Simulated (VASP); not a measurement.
Li3P2: single point with PBE

Crystal: Li3P2.

```
CELL_PARAMETERS angstrom
4.20138 0.00000 0.00000
-2.10069 3.63850 0.00000
0.00000 0.00000 5.13682
ATOMIC_POSITIONS crystal
Li 0.00000 0.00000 0.00000
Li 0.33333 0.66667 0.68382
Li 0.66667 0.33333 0.31618
P 0.33333 0.66667 0.19833
P 0.66667 0.33333 0.80167
```

```
Program             : VASP 6.6.1
Task                : single point
Functional          : PBE
Potentials or basis : VASP PAW PBE potentials, release 64 (Li_sv, P)
Cutoff              : 520 eV
k mesh              : 6 × 6 × 4
Occupations         : gaussian, width 0.1 eV
Spin                : no spin polarisation
```

* Largest force: 0.018 eV/Å
* Band gap on the k mesh: zero (an odd number of electrons rules out a gap without spin polarisation)

Forces on the atoms (eV/Å):
```
Li   0.000  0.000  0.000
Li   0.000  0.000  0.007
Li   0.000  0.000 -0.007
P    0.000  0.000  0.018
P    0.000  0.000 -0.018
```

Levels at points of the mesh, in eV from the Fermi level:
```csv
k point,band 5,band 6,band 7,band 8,band 9,band 10,band 11,band 12,band 13,band 14
"(0.00, 0.00, 0.00)",-8.20,-3.48,-1.42,-1.42,0.13,0.13,0.70,4.51,4.64,4.64
"(0.50, 0.00, 0.00)",-8.96,-3.22,-2.84,-2.74,-0.92,-0.84,0.58,4.19,5.80,5.86
"(0.00, 0.00, 0.50)",-9.00,-1.10,-1.00,-1.00,-0.81,-0.20,-0.20,3.75,3.75,3.75
"(0.50, 0.00, 0.50)",-9.08,-3.69,-3.52,-2.25,-0.59,0.17,0.35,4.79,5.00,6.48
```

Run time: 13 s on 1 thread of Intel(R) Xeon(R) 6975P-C (Granite Rapids), with other jobs on the host, peak memory 0.19 GiB.
